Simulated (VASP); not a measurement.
Al2W2O, 5 atoms in the cell. The structure is tetragonal, space group P4/mmm (No. 123). Conventional cell: a = 4.555 Å, b = 4.555 Å, c = 4.761 Å, α = 90.00°, β = 90.00°, γ = 90.00°. Al (site symmetry 4/mmm) has 4 W at 2.28 Å and 2 Al at 2.38 Å within 3.0 Å. Within 3.1 Å of Al (site symmetry 4/mmm) lie 2 Al at 2.38 Å. W (site symmetry mmm) has 2 Al at 2.28 Å and 2 O at 2.28 Å within 3.0 Å. Within 3.0 Å of O (site symmetry 4/mmm) lie 4 W at 2.28 Å. The cell was generated, and may not be a known phase.

* Program: VASP 6.6.1
* Task: single point
* Functional: PBE
* Potentials or basis: VASP PAW PBE potentials, release 64 (Al, W_sv, O)
* Cutoff: 520 eV
* k mesh: 8 × 8 × 8
* Occupations: gaussian, width 0.1 eV
* Spin: no spin polarisation
* Dipole correction: no
* Further INCAR settings: ALGO = Normal; EDIFF = 1e-07; NBANDS = 28

Potentials or basis: VASP PAW PBE potentials, release 64 (Al, W_sv, O).

Launch:

```console
$ cat potpaw_PBE.64/Al/POTCAR potpaw_PBE.64/W_sv/POTCAR potpaw_PBE.64/O/POTCAR > POTCAR
$ mpirun -np 1 vasp_std > vasp.out
```

Hardware: 1 thread of AMD EPYC 7R13 (shared host).

**Question.** How long does it take, and how much memory?

**Answer.** Wall time 4.4 min on 1 thread of AMD EPYC 7R13, with other jobs on the host, peak memory 0.33 GiB. Counts: scf iterations 17, k points 75.
